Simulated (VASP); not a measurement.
# Y: single point with PBE+D3(BJ)

The system is Y.

```xyz
1
Lattice="0.0000 2.4995 2.4995 2.4995 0.0000 2.4995 2.4995 2.4995 0.0000" Properties=species:S:1:pos:R:3 pbc="T T T"
Y     0.0000    0.0000    0.0000
```

```json
{
  "Program": "VASP 6.6.1",
  "Task": "single point",
  "Functional": "PBE",
  "Dispersion": "D3(BJ)",
  "Potentials or basis": "VASP PAW PBE potentials, release 64 (Y_sv)",
  "Cutoff": "520 eV",
  "k mesh": "9 × 9 × 9",
  "Occupations": "fermi-dirac, width 0.05 eV",
  "Spin": "no spin polarisation"
}
```

```json
{"Pressure": "-0.3 GPa", "Dispersion energy per atom": "-0.353 eV"}
```

Levels at points of the mesh, in eV from the Fermi level:
```
           k point  band 3  band 4  band 5  band 6  band 7  band 8
(0.00, 0.00, 0.00)  -22.28  -22.28   -4.85    1.80    1.80    1.80
```

It took 13 s on 1 thread of Intel(R) Xeon(R) Platinum 8375C CPU @ 2.90GHz (Ice Lake), on a shared host, peak memory 0.18 GiB.

Caveat: three body term missing; pairwise dispersion overbinds metals, which lowers pressure and volume.
